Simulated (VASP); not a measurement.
A run of VASP 6.6.1 is set up as follows.

INCAR

```
SYSTEM = ZnS
PREC = Accurate
ENCUT = 520
EDIFF = 1E-7
ISMEAR = 0
SIGMA = 0.01
LREAL = .FALSE.
LASPH = .TRUE.
NELM = 80
ALGO = Normal
ISIF = 2
LWAVE = .FALSE.
LCHARG = .FALSE.
GGA = PE
NBANDS = 16
```

The input KPOINTS:

```
Automatic mesh
0
G
  6 6 6
  0 0 0
```

POSCAR

```
ZnS
1.0
    0.0000000000      2.7751412502      2.7751412502
    2.7751412502      0.0000000000      2.7751412502
    2.7751412502      2.7751412502      0.0000000000
Zn S
1 1
Direct
    0.0000000000      0.0000000000      0.0000000000
    0.2500000000      0.2500000000      0.2500000000
```

Potentials or basis: VASP PAW PBE potentials, release 64 (Zn, S).

The run is started by

```console
$ cat potpaw_PBE.64/Zn/POTCAR potpaw_PBE.64/S/POTCAR > POTCAR
$ mpirun -np 1 vasp_std > vasp.out
```

(1) What does it give for the band gap on the k mesh?

(2) What does it give for the pressure?

Results:

(1) 1.77 eV, direct.

(2) -3.4 GPa.
